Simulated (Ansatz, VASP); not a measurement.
**Two plane-wave programs on C**

```
C
1.0
    -0.18827    1.69441    1.69441
     1.69441   -0.18827    1.69441
     1.69441    1.69441   -0.18827
C
2
Direct
  0.50000 0.50000 0.50000
  0.75000 0.75000 0.75000
```

Alike in both runs: task single point; functional LDA; k mesh 12 × 12 × 12; occupations gaussian, width 0.05 eV; no spin polarisation.

```csv
,VASP,Ansatz
version,VASP 6.6.1,Ansatz 0.2.0
potentials or method,"VASP PAW LDA potentials, release 64 (C_h), cutoff 1300 eV","scalar-relativistic, plane waves, PAW"
valence electrons in the cell,8,8
```

```tsv
	VASP	Ansatz	Ansatz less VASP
gap on the k mesh at the Fermi level (eV)	2.47	2.47	+0.008
least direct gap on the mesh (eV)	3.71	3.71	+0.001
pressure (GPa)	4.2	3.3	-0.86
traceless stress, the component that is largest in VASP (GPa)	67.57	67.45	-0.116
rms of the force components (eV/Å)	1.315	1.305	-0.0102
```

LDA's correlation is that of Perdew and Zunger in VASP and of Perdew and Wang (1992) in Ansatz. Atom by atom the forces differ by 0.010 eV/Å (rms over components).
